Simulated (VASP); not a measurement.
HfO2:

```xyz
12
Lattice="5.2195 0.0000 0.0000 0.0000 5.0048 0.0000 0.0000 0.0000 5.0327" Properties=species:S:1:pos:R:3 pbc="T T T"
Hf    5.0472    3.6661    3.7314
Hf    2.7820    3.6661    1.2151
Hf    2.4375    1.3387    3.7314
Hf    0.1723    1.3387    1.2151
O     3.2994    4.6477    4.4251
O     4.5298    4.6477    1.9087
O     1.2211    2.7020    2.4776
O     1.3886    2.7020    4.9939
O     3.9984    2.3028    4.9939
O     3.8308    2.3028    2.4776
O     0.6896    0.3571    4.4251
O     1.9201    0.3571    1.9087
```

```yaml
Program: VASP 6.6.1
Task: relaxation of cell and atoms
Functional: revPBE
Potentials_or_basis: VASP PAW PBE potentials, release 64 (Hf_pv, O)
Cutoff: 600 eV
k_mesh: 5 × 6 × 5
Occupations: fermi-dirac, width 0.05 eV
Spin: no spin polarisation
```

At the start: pressure 9.7 GPa; volume 10.96 Å³/atom.

Q: How do energy, volume and symmetry change on relaxing?

A: Over 23 steps the energy falls by 13.3 meV/atom and the volume is 11.44 Å³/atom (+4.4 %); space group Pca2_1 (No. 29, to 0.1 Å) before and after.

Step by step:
```
step  energy change (eV)  largest force (eV/Å)  pressure (GPa)  volume (Å³)
   1              0.0000                0.0812            9.73       131.46
   2              0.1700                0.3405          -11.99       144.53
   3             -0.1482                0.1279           -0.12       136.58
   4             -0.1482                0.1247            0.06       136.48
   5             -0.1503                0.0894            0.06       136.59
   6             -0.1503                0.0862            0.06       136.59
   7             -0.1525                0.0573           -0.04       136.72
   8             -0.1542                0.1006           -0.29       137.12
   9             -0.1544                0.0696           -0.23       137.02
  10             -0.1560                0.0576            0.21       136.86
  11             -0.1563                0.0559            0.48       136.76
  12             -0.1574                0.0371            0.17       137.00
  13             -0.1578                0.0425           -0.21       137.29
  14             -0.1578                0.0411           -0.14       137.23
  15             -0.1585                0.0316           -0.10       137.23
  16             -0.1592                0.0250           -0.01       137.24
  17             -0.1594                0.0173            0.02       137.24
  18             -0.1595                0.0275            0.03       137.23
  19             -0.1595                0.0575            0.05       137.23
  20             -0.1595                0.0370            0.03       137.23
  21             -0.1596                0.0208           -0.01       137.25
  22             -0.1597                0.0114           -0.06       137.27
  23             -0.1598                0.0088            0.01       137.23
```

Final structure:
```
Hf O
1.0
     5.30238    0.00000    0.00000
     0.00000    5.07123    0.00000
     0.00000    0.00000    5.10348
Hf O
4 8
Direct
  0.96665 0.73401 0.73886
  0.53335 0.73401 0.23886
  0.46665 0.26599 0.73886
  0.03335 0.26599 0.23886
  0.63528 0.93384 0.88394
  0.86472 0.93384 0.38394
  0.22698 0.53558 0.49020
  0.27302 0.53558 0.99020
  0.77302 0.46442 0.99020
  0.72698 0.46442 0.49020
  0.13528 0.06616 0.88394
  0.36472 0.06616 0.38394
```

Caveat: the PAW data sets were made with another functional, which shifts forces and pressure a little.
